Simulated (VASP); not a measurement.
# Mg2FeH6: single point with LDA

The system is Mg2FeH6.

```
Mg Fe H
1.0
     0.00000    3.10773    3.10773
     3.10773    0.00000    3.10773
     3.10773    3.10773    0.00000
Mg Fe H
2 1 6
Cartesian
  1.5539 1.5539 1.5539
  4.6616 4.6616 4.6616
  0.0000 0.0000 0.0000
  1.5351 3.1077 3.1077
  3.1077 1.5351 3.1077
  4.6804 3.1077 3.1077
  3.1077 4.6804 3.1077
  3.1077 3.1077 1.5351
  3.1077 3.1077 4.6804
```

This cell differs from its parent crystal: volume scaled by 0.97, then relaxed in part.

```json
{"Program": "VASP 6.6.1", "Task": "single point", "Functional": "LDA", "Potentials or basis": "VASP PAW LDA potentials, release 64 (Mg, Fe, H)", "Cutoff": "520 eV", "k mesh": "8 × 8 × 8", "Occupations": "gaussian, width 0.02 eV", "Spin": "no spin polarisation"}
```

* Pressure: 2.3 GPa
* Largest force: 0.042 eV/Å
* Band gap on the k mesh: 1.79 eV, direct

Forces on the atoms (eV/Å):
```
Mg   0.000  0.000  0.000
Mg   0.000  0.000  0.000
Fe   0.000  0.000  0.000
H    0.042  0.000  0.000
H    0.000  0.042  0.000
H   -0.042  0.000  0.000
H    0.000 -0.042  0.000
H    0.000  0.000  0.042
H    0.000  0.000 -0.042
```

Levels at points of the mesh, in eV from the valence-band top:
| k point | band 6 | band 7 | band 8 | band 9 | band 10 | band 11 | band 12 | band 13 |
| --- | --- | --- | --- | --- | --- | --- | --- | --- |
| (0.00, 0.00, 0.00) | -2.11 | -0.84 | -0.84 | -0.84 | 5.57 | 5.57 | 5.57 | 5.62 |
| (0.50, 0.00, 0.00) | -1.70 | -0.50 | -0.31 | -0.31 | 3.57 | 3.57 | 4.04 | 5.57 |
| (0.50, 0.50, 0.00) | -2.90 | -1.53 | 0.00 | 0.00 | 1.79 | 4.07 | 6.74 | 8.66 |

It took 17 s on 1 thread of Intel(R) Xeon(R) 6975P-C (Granite Rapids), with other jobs on the host, peak memory 0.19 GiB.

 Spin polarisation is off, so any magnetic state and its effect on volume and gap are missing.
